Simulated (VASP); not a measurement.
A run of VASP 6.6.1 is set up as follows.

Contents of POSCAR:

```
Pb
1.0
    0.0000000000      2.4999020152      2.4999020152
    2.4999020152      0.0000000000      2.4999020152
    2.4999020152      2.4999020152      0.0000000000
Pb
1
Direct
    0.0000000000      0.0000000000      0.0000000000
```

File INCAR.step1:

```
ALGO     = Normal         # electronic algorithm
EDIFF    = 1E-4           # SCF threshold, eV
ENCUT    = 520            # plane-wave cutoff, eV
GGA      = PE             # functional
ISMEAR   = 0              # smearing method
LASPH    = T              # aspherical terms in the spheres
LCHARG   = F              # write CHGCAR
LREAL    = F              # projectors in reciprocal space
LWAVE    = T              # write WAVECAR
NBANDS   = 13             # bands
NELM     = 60             # most SCF steps
PREC     = Accurate       # precision mode
SIGMA    = 0.1            # smearing width, eV
```

INCAR.step2

```
ALGO     = Normal         # electronic algorithm
EDIFF    = 1E-6           # SCF threshold, eV
ENCUT    = 520            # plane-wave cutoff, eV
ISIF     = 2              # what is computed and relaxed
ISMEAR   = 0              # smearing method
ISTART   = 1            
LASPH    = T              # aspherical terms in the spheres
LCHARG   = T              # write CHGCAR
LELF     = T              # ELF
LMIXTAU  = T            
LREAL    = F              # projectors in reciprocal space
LVHAR    = T            
LWAVE    = F              # write WAVECAR
METAGGA  = R2SCAN         # meta-GGA
NBANDS   = 13             # bands
NELM     = 60             # most SCF steps
PREC     = Accurate       # precision mode
SIGMA    = 0.1            # smearing width, eV
```

The input KPOINTS:

```
k-points
0
Gamma
  8 8 8
```

Potentials or basis: VASP PAW PBE potentials, release 64 (Pb_d).

Run with:

```bash
$ cat potpaw_PBE.64/Pb_d/POTCAR > POTCAR
$ cp INCAR.step1 INCAR
$ mpirun -np 1 vasp_std > vasp.out
$ cp INCAR.step2 INCAR
$ mpirun -np 1 vasp_std > vasp.out
```

Predict the pressure.

0.0 GPa.

What does it give for the band gap on the k mesh?

Zero (band 7 reaches 14.38 eV, above the bottom of band 8 at 5.49 eV).

Caveat: the PAW data sets were made with another functional, which shifts forces and pressure a little; spin-orbit coupling is left out, which moves the levels of the heavy elements.
